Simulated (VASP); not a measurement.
# Y (P6_3/mmc) in VASP: a series of runs

Y is run at these levels: PBE; tasks: single point, relaxation of cell and atoms.

All numbers are computed with VASP 6.6.1; they aren't measurements. Logs are shortened: lines on timing, memory, paths and dates and some standing lists are left out, and cuts for length are marked.

## (1) The cell of the first run

The structure is hexagonal, space group P6_3/mmc (No. 194). Conventional cell: a = 2.792 Å, b = 2.792 Å, c = 4.739 Å, α = 90.00°, β = 90.00°, γ = 120.00°. Y (site symmetry -6m2) has 12 Y at 2.79 to 2.87 Å within 3.7 Å.

## (2) Single point, PBE

Contents of INCAR:

```
  PREC = Accurate
  ENCUT = 520
  EDIFF = 1E-6
  ISMEAR = -1
  SIGMA = 0.05
  LREAL = False
  LASPH = True
  NELM = 100
  ALGO = Normal
  ISIF = 2
  LWAVE = False
  LCHARG = True
  GGA = PE
  LELF = True
  LVHAR = True
  NBANDS = 18
```

Contents of KPOINTS:

```
regular mesh
0
Gamma
  15 15 9
```

Contents of POSCAR:

```
Y
1.0
    2.7923343145      0.0000000000      0.0000000000
   -1.3961671572      2.4182324523      0.0000000000
    0.0000000000      0.0000000000      4.7392000289
Y
2
Direct
    0.3333333333      0.6666666667      0.2500000000
    0.6666666667      0.3333333333      0.7500000000
```

Potentials or basis: VASP PAW PBE potentials, release 64 (Y_sv).

The run is started by

```sh
> cat potpaw_PBE.64/Y_sv/POTCAR > POTCAR
> mpirun -np 1 vasp_std > vasp.out
```

OUTCAR:

```text
PREC = Accurate
   ENCUT = 520
   EDIFF = 1E-6
   ISMEAR = -1
   LREAL = False
   LASPH = True
   NELM = 100
   ISIF = 2
   GGA = PE

 ion  position               nearest neighbor table
   1  0.333  0.667  0.250-   2 2.87   2 2.87   2 2.87   2 2.87   2 2.87   2 2.87   2 4.00   2 4.00
                             2 4.00   2 4.00   2 4.00   2 4.00
   2  0.667  0.333  0.750-   1 2.87   1 2.87   1 2.87   1 2.87   1 2.87   1 2.87   1 4.00   1 4.00
                             1 4.00   1 4.00   1 4.00   1 4.00

  LATTYP: Found a hexagonal cell.
 ALAT       =     2.7923343145
 C/A-ratio  =     1.6972179887

  Lattice vectors:

 A1 = (   2.7923343145,   0.0000000000,   0.0000000000)
 A2 = (  -1.3961671572,   2.4182324523,   0.0000000000)
 A3 = (   0.0000000000,   0.0000000000,   4.7392000289)

Analysis of symmetry for initial positions (statically):
=====================================================================
 Subroutine PRICEL returns:
 Original cell was already a primitive cell.

 Routine SETGRP: Setting up the symmetry group for a
 hexagonal supercell.

 Subroutine GETGRP returns: Found 24 space group operations
 (whereof 12 operations were pure point group operations)
 out of a pool of 24 trial point group operations.

The static configuration has the point symmetry D_3d.
 The point group associated with its full space group is D_6h.

Analysis of symmetry for dynamics (positions and initial velocities):
=====================================================================
 Subroutine PRICEL returns:
 Original cell was already a primitive cell.

 Routine SETGRP: Setting up the symmetry group for a
 hexagonal supercell.

 Subroutine GETGRP returns: Found 24 space group operations
 (whereof 12 operations were pure point group operations)
 out of a pool of 24 trial point group operations.

The dynamic configuration has the point symmetry D_3d.
 The point group associated with its full space group is D_6h.

 Subroutine INISYM returns: Found 24 space group operations
 (whereof 12 operations are pure point group operations),
 and found     1 'primitive' translations

----------------------------------------------------------------------------------------

                                     Primitive cell

  volume of cell :      32.0015

  direct lattice vectors                    reciprocal lattice vectors
     2.792334315  0.000000000  0.000000000     0.358123307  0.206762588  0.000000000
    -1.396167157  2.418232452  0.000000000     0.000000000  0.413525176  0.000000000
     0.000000000  0.000000000  4.739200029     0.000000000  0.000000000  0.211006076

  length of vectors
     2.792334315  2.792334315  4.739200029     0.413525176  0.413525176  0.211006076

  position of ions in fractional coordinates (direct lattice)
     0.333333333  0.666666667  0.250000000
     0.666666667  0.333333333  0.750000000

  ion indices of the primitive-cell ions
   primitive index   ion index
                 1           1
                 2           2

----------------------------------------------------------------------------------------

 KPOINTS: regular mesh

Automatic generation of k-mesh.
 Grid dimensions read from file:
 generate k-points for:   15   15    9

 Generating k-lattice:

  Cartesian coordinates                     Fractional coordinates (reciprocal lattice)
     0.023874887  0.013784173  0.000000000     0.066666667  0.000000000  0.000000000
     0.000000000  0.027568345  0.000000000     0.000000000  0.066666667  0.000000000
     0.000000000  0.000000000  0.023445120     0.000000000  0.000000000  0.111111111

  Length of vectors
     0.027568345  0.027568345  0.023445120

  Shift w.r.t. Gamma in fractional coordinates (k-lattice)
     0.000000000  0.000000000  0.000000000

 Subroutine IBZKPT returns following result:
 ===========================================

 Found    135 irreducible k-points:

 Following reciprocal coordinates:
            Coordinates               Weight
  0.000000  0.000000  0.000000      1.000000
  0.066667  0.000000  0.000000      6.000000
  0.133333  0.000000  0.000000      6.000000
  0.200000  0.000000  0.000000      6.000000
  0.266667  0.000000  0.000000      6.000000
  0.333333  0.000000  0.000000      6.000000
[... 16 lines left out ...]
  0.333333  0.200000  0.000000     12.000000
  0.400000  0.200000  0.000000      6.000000
 [... further k-points ...]
   k-points           NKPTS =    135   k-points in BZ     NKDIM =    135   number of bands    NBANDS=     18
   number of dos      NEDOS =    301   number of ions     NIONS =      2
   total plane-waves  NPLWV =  20736
   dimension x,y,z NGX =    24 NGY =   24 NGZ =   36
   dimension x,y,z NGXF=    48 NGYF=   48 NGZF=   72
   ions per type =               2
   NGX,Y,Z   is equivalent  to a cutoff of  14.29, 14.29, 12.63 a.u.
   NGXF,Y,Z  is equivalent  to a cutoff of  28.58, 28.58, 25.26 a.u.
 SYSTEM =  unknown system
   PREC   = accura    normal or accurate (medium, high low for compatibility)
   ISTART =      0    job   : 0-new  1-cont  2-samecut
   ICHARG =      2    charge: 1-file 2-atom 10-const
   ISPIN  =      1    spin polarized calculation?
   LNONCOLLINEAR =      F non collinear calculations
   LSORBIT =      F    spin-orbit coupling
   LASPH  =      T    aspherical Exc in radial PAW
   ENCUT  =  520.0 eV  38.22 Ry    6.18 a.u.   5.19  5.19  8.81*2*pi/ulx,y,z
   NELM   =    100;   NELMIN=  2; NELMDL= -5     # of ELM steps
   EDIFF  = 0.1E-05   stopping-criterion for ELM
   LREAL  =      F    real-space projection
   EDIFFG = 0.1E-04   stopping-criterion for IOM
   NSW    =      0    number of steps for IOM
   IBRION =     -1    ionic relax: 0-MD 1-quasi-New 2-CG
   NFREE  =      0    steps in history (QN), initial steepest desc. (CG)
   ISIF   =      2    stress and relaxation
   ISYM   =      2    0-nonsym 1-usesym 2-fastsym
   POTIM  = 0.5000    time-step for ionic-motion
   TEBEG  =    0.0;   TEEND  =   0.0 temperature during run
   PSTRESS=    0.0 pullay stress
   NELECT =      22.0000    total number of electrons
   NUPDOWN=      -1.0000    fix difference up-down
   EMIN   =  10.00;   EMAX   =-10.00  energy-range for DOS
   EFERMI =   0.00;   METHOD = LEGACY
   ISMEAR =    -1;   SIGMA  =   0.05  broadening in eV -4-tet -1-fermi 0-gaus
   EFERMI_NEDOS =   21; number of points for ismear=-14 and -15
   IALGO  =     38    algorithm
   IMIX   =      4    mixing-type and parameters
     AMIX     =   0.40;   BMIX     =  1.00
     AMIX_MAG =   1.60;   BMIX_MAG =  1.00
  volume/ion in A,a.u.               =      16.00       107.98
  Fermi-wavevector in a.u.,A,eV,Ry     =   1.444859  2.730388 28.403773  2.087618
  Thomas-Fermi vector in A             =   2.563107
   LORBIT       =      0    0 simple, 1 ext, 2 COOP (PROOUT), +10 PAW based schemes
   GGA     = PE    functional components
   LHFCALC =     F    Hartree Fock is set to
   AEXX    =    0.0000 exact exchange contribution
   IVDW    =     0    specifies the selected vdW correction
   LEPSILON=     F    determine dielectric tensor
   LRPA    =     F    only Hartree local field effects (RPA)
 non-spin polarized calculation
  energy-cutoff  :      520.00
  volume of cell :       32.00
 maximum number of plane-waves:       881
 NGX is ok and might be reduce to    24

 number of electron      22.0000001 magnetization

 Free energy of the ion-electron system (eV)
  ---------------------------------------------------
  ext. energy  EPLUGINS =         0.00000000
  ---------------------------------------------------
  free energy    TOTEN  =        -7.64730984 eV

  energy without entropy =       -7.63284507  energy(sigma->0) =       -7.64007745

 E-fermi :   7.4749     XC(G=0): -12.6703

 val. band max:        7.4740018407   @ k =   0.4000   0.2000   0.4444
 cond. band min:       7.4850124005   @ k =   0.2667   0.2000   0.4444
 fundamental gap:      0.0110105598
 Fermi energy:         7.4749050556

 k-point     1 :       0.0000    0.0000    0.0000
  band No.  band energies     occupation
      1     -34.8945      2.00000
      2     -34.0350      2.00000
      3     -16.6142      2.00000
      4     -12.8507      2.00000
      5     -12.8507      2.00000
      6     -12.6554      2.00000
[... 10 lines left out ...]
     17      12.6711      0.00000
     18      12.6711      0.00000

 k-point     2 :       0.0667    0.0000    0.0000
  band No.  band energies     occupation
      1     -34.8582      2.00000
      2     -34.0127      2.00000
      3     -16.5597      2.00000
      4     -13.0368      2.00000
      5     -12.9032      2.00000
      6     -12.6691      2.00000
[... 10 lines left out ...]
     17      12.3853      0.00000
     18      12.4139      0.00000

 k-point     3 :       0.1333    0.0000    0.0000
  band No.  band energies     occupation
      1     -34.7536      2.00000
      2     -33.9501      2.00000
      3     -16.3997      2.00000
      4     -13.5441      2.00000
      5     -13.1082      2.00000
      6     -13.0438      2.00000
[... 10 lines left out ...]
     17      11.8325      0.00000
     18      11.8557      0.00000

 k-point     4 :       0.2000    0.0000    0.0000
  band No.  band energies     occupation
      1     -34.5926      2.00000
      2     -33.8590      2.00000
      3     -16.1449      2.00000
      4     -14.2473      2.00000
      5     -13.7715      2.00000
      6     -13.2357      2.00000
[... 375 lines left out ...]
      4     -15.4348      2.00000
      5     -14.9889      2.00000
      6     -14.2506      2.00000
[... 10 lines left out ...]
     17      16.1930      0.00000
     18      16.2915      0.00000

 k-point    23 :       0.3333    0.2000    0.0000
  band No.  band energies     occupation
      1     -33.8254      2.00000
      2     -33.5836      2.00000
      3     -16.0293      2.00000
      4     -15.5078      2.00000
      5     -14.6579      2.00000
      6     -14.5536      2.00000
[... 10 lines left out ...]
     17      16.1495      0.00000
     18      16.4012      0.00000

 k-point    24 :       0.4000    0.2000    0.0000
  band No.  band energies     occupation
      1     -33.7653      2.00000
      2     -33.5882      2.00000
      3     -16.1277      2.00000
      4     -15.5188      2.00000
      5     -14.6766      2.00000
      6     -14.4934      2.00000
[... 10 lines left out ...]
     17      16.0985      0.00000
     18      16.3494      0.00000

 [... further k-points ...]
[... 5 lines left out ...]
  --------------------------------------------------------------------------------------
  -------------------------------------------------------------------------------------
  Total       16.1889915     16.1889915     16.1341163      0.0000000     -0.0000000      0.0000000
  in kB      810.5128029    810.5128029    807.7654411      0.0000000     -0.0000000      0.0000000
  external PRESSURE =     809.5970157 kB  Pullay stress =       0.0000000 kB

 VOLUME and BASIS-vectors are now :
 -----------------------------------------------------------------------------
  energy-cutoff  :      520.00
  volume of cell :       32.00
      direct lattice vectors                 reciprocal lattice vectors
     2.792334315  0.000000000  0.000000000     0.358123307  0.206762588  0.000000000
    -1.396167157  2.418232452  0.000000000     0.000000000  0.413525176  0.000000000
     0.000000000  0.000000000  4.739200029     0.000000000  0.000000000  0.211006076

 POSITION                                       TOTAL-FORCE (eV/Angst)
 -----------------------------------------------------------------------------------
     -0.00000      1.61215      1.18480         0.000000     -0.000000      0.000000
      1.39617      0.80608      3.55440        -0.000000      0.000000      0.000000
 -----------------------------------------------------------------------------------
    total drift:                               -0.000000      0.000000     -0.000000

  FREE ENERGIE OF THE ION-ELECTRON SYSTEM (eV)
  ---------------------------------------------------
  free  energy   TOTEN  =        -7.6473098400 eV

  energy  without entropy=       -7.6328450656  energy(sigma->0) =       -7.64007745
```

Run time: 51 s. Hardware: 1 thread of Intel Xeon Platinum 8259CL at 2.50GHz (Skylake/Cascade Lake), shared host; peak memory 0.22 GiB.

What came out:

- Free energy: -7.6473 eV
- Pressure: 81.0 GPa
- Band gap on the k mesh: zero (band 11 reaches 9.01 eV, above the bottom of band 12 at 6.31 eV)

## (3) Single point, PBE

Contents of INCAR:

```
SYSTEM = Y
  ALGO = Normal
  EDIFF = 1E-6
  ENCUT = 520
  GGA = PE
  ISIF = 2
  ISMEAR = -1
  LASPH = .TRUE.
  LCHARG = .FALSE.
  LREAL = .FALSE.
  LWAVE = .FALSE.
  NBANDS = 18
  NELM = 100
  PREC = Accurate
  SIGMA = 0.05
```

Contents of KPOINTS:

```
k-points
0
G
  15 15 9
  0 0 0
```

POSCAR is that of step 2.

Potentials or basis: VASP PAW PBE potentials, release 64 (Y_sv).

The run is started by

```sh
> cat potpaw_PBE.64/Y_sv/POTCAR > POTCAR
> mpirun -np 1 vasp_std > vasp.out
```

OUTCAR:

```text
SYSTEM = Y
   EDIFF = 1E-6
   ENCUT = 520
   GGA = PE
   ISIF = 2
   ISMEAR = -1
   LASPH = .TRUE.
   LREAL = .FALSE.
   NELM = 100
   PREC = Accurate

 ion  position               nearest neighbor table
   1  0.333  0.667  0.250-   2 2.87   2 2.87   2 2.87   2 2.87   2 2.87   2 2.87   2 4.00   2 4.00
                             2 4.00   2 4.00   2 4.00   2 4.00
   2  0.667  0.333  0.750-   1 2.87   1 2.87   1 2.87   1 2.87   1 2.87   1 2.87   1 4.00   1 4.00
                             1 4.00   1 4.00   1 4.00   1 4.00

  LATTYP: Found a hexagonal cell.
 ALAT       =     2.7923343145
 C/A-ratio  =     1.6972179887

[... 679 lines left out ...]
      6     -14.4934      2.00000
[... 10 lines left out ...]
     17      16.0985      0.00000
     18      16.3494      0.00000

 [... further k-points ...]
[... 5 lines left out ...]
  --------------------------------------------------------------------------------------
  -------------------------------------------------------------------------------------
  Total       16.1889915     16.1889915     16.1341163      0.0000000     -0.0000000      0.0000000
  in kB      810.5128029    810.5128029    807.7654411      0.0000000     -0.0000000      0.0000000
  external PRESSURE =     809.5970157 kB  Pullay stress =       0.0000000 kB

 VOLUME and BASIS-vectors are now :
 -----------------------------------------------------------------------------
  energy-cutoff  :      520.00
  volume of cell :       32.00
      direct lattice vectors                 reciprocal lattice vectors
     2.792334315  0.000000000  0.000000000     0.358123307  0.206762588  0.000000000
    -1.396167157  2.418232452  0.000000000     0.000000000  0.413525176  0.000000000
     0.000000000  0.000000000  4.739200029     0.000000000  0.000000000  0.211006076

 POSITION                                       TOTAL-FORCE (eV/Angst)
 -----------------------------------------------------------------------------------
     -0.00000      1.61215      1.18480         0.000000     -0.000000      0.000000
      1.39617      0.80608      3.55440        -0.000000      0.000000      0.000000
 -----------------------------------------------------------------------------------
    total drift:                               -0.000000      0.000000     -0.000000

  FREE ENERGIE OF THE ION-ELECTRON SYSTEM (eV)
  ---------------------------------------------------
  free  energy   TOTEN  =        -7.6473098400 eV

  energy  without entropy=       -7.6328450656  energy(sigma->0) =       -7.64007745
```

stdout:

```text
POSCAR found type information on POSCAR Y
 POSCAR found :  1 types and       2 ions
 scaLAPACK will be used
 LDA part: xc-table for (Slater+PW92), standard interpolation
 POSCAR, INCAR and KPOINTS ok, starting setup
 FFT: planning ... GRIDC
 FFT: planning ... GRID_SOFT
 FFT: planning ... GRID
 WAVECAR not read
 entering main loop
```

It took 49 s on 1 thread of Intel Xeon Platinum 8259CL at 2.50GHz (Skylake/Cascade Lake), shared host; peak memory 0.22 GiB.

What came out:

* Free energy: -7.6473 eV
* Pressure: 81.0 GPa
* Band gap on the k mesh: zero (band 11 reaches 9.01 eV, above the bottom of band 12 at 6.31 eV)

Stress tensor (GPa, compression positive):
```
81.05  0.00  0.00
 0.00 81.05  0.00
 0.00  0.00 80.78
```

Levels at points of the mesh, in eV from the Fermi level:
```
           k point  band 9  band 10  band 11  band 12  band 13  band 14
(0.00, 0.00, 0.00)   -4.32    -2.88     1.54     2.26     2.26     3.36
```

## (4) Relaxation of cell and atoms, PBE, target pressure 81 GPa, at which the enthalpy is minimised

This run uses another cell than the first one: it holds 4 atoms, not 2.

Contents of INCAR:

```
SYSTEM = Y
ALGO = Normal
EDIFF = 1E-6
EDIFFG = -0.005
ENCUT = 600
GGA = PE
IBRION = 2
ISIF = 3
ISMEAR = -1
LASPH = .True.
LCHARG = .False.
LREAL = .False.
LWAVE = .False.
NELM = 100
NSW = 60
PREC = Accurate
PSTRESS = 810.0
SIGMA = 0.05
```

Contents of KPOINTS:

```
k-points
0
Gamma
  13 13 4
  0 0 0
```

Contents of POSCAR:

```
Y
1.0
    2.8294855031      0.0000000000      0.0000000000
   -1.4147427516      2.4504063253      0.0000000000
    0.0000000000      0.0000000000      9.1958278851
Y
4
Direct
    0.0000000000      0.0000000000      0.0000000000
    0.0000000000      0.0000000000      0.5000000000
    0.3333333333      0.6666666667      0.2500000000
    0.6666666667      0.3333333333      0.7500000000
```

The run is started by

```sh
> cat potpaw_PBE.64/Y_sv/POTCAR > POTCAR
> mpirun -np 1 vasp_std > vasp.out
```

Wall time 12 min (1 thread of Oxide Virtual Turin-like, shared host); peak memory 0.25 GiB.

Results (log left out):

* Free energy: -15.4815 eV
* Relaxed volume: 15.96 Å³/atom
* Relaxed cell: a = 2.843 Å, b = 2.843 Å, c = 9.124 Å, α = 90.00°, β = 90.00°, γ = 120.00°
* Space group after relaxing (to 0.05 Å): P6_3/mmc (No. 194)
* Energy change on relaxing (the enthalpy is what falls): -12.4 meV/atom
* Ionic steps: 5
* Pressure after relaxing: 81.0 GPa
* Band gap on the k mesh: zero (band 22 reaches 9.28 eV, above the bottom of band 23 at 7.12 eV)

Step by step:
| step | energy change (eV) | largest force (eV/Å) | pressure (GPa) | volume (Å³) |
| --- | --- | --- | --- | --- |
| 1 | 0.0000 | 0.0000 | 81.27 | 63.76 |
| 2 | -0.1285 | 0.0000 | 80.41 | 64.00 |
| 3 | -0.1235 | 0.0000 | 80.44 | 64.00 |
| 4 | 0.1066 | 0.0000 | 82.17 | 63.54 |
| 5 | -0.0495 | 0.0000 | 81.00 | 63.85 |

Final structure:
```cif
data_structure
_symmetry_space_group_name_H-M 'P 1'
_symmetry_Int_Tables_number 1
_cell_length_a 2.8427
_cell_length_b 2.8427
_cell_length_c 9.1236
_cell_angle_alpha 90.000
_cell_angle_beta 90.000
_cell_angle_gamma 120.000
_cell_volume 63.85
loop_
_atom_site_label
_atom_site_type_symbol
_atom_site_fract_x
_atom_site_fract_y
_atom_site_fract_z
_atom_site_occupancy
Y1 Y 0.00000 0.00000 0.00000 1
Y2 Y 0.00000 0.00000 0.50000 1
Y3 Y 0.33333 0.66667 0.25000 1
Y4 Y 0.66667 0.33333 0.75000 1
```

Levels at points of the mesh, in eV from the Fermi level:
```csv
k point,band 18,band 19,band 20,band 21,band 22,band 23,band 24,band 25,band 26
"(0.00, 0.00, 0.00)",-3.31,-2.58,-2.54,1.53,1.53,1.60,1.70,1.70,1.70
"(0.00, 0.00, 0.50)",-3.59,-3.00,-3.00,1.55,1.55,1.80,1.80,1.80,1.80
```

Caveat: the cell is relaxed towards a set pressure, so the enthalpy falls and the energy may rise.
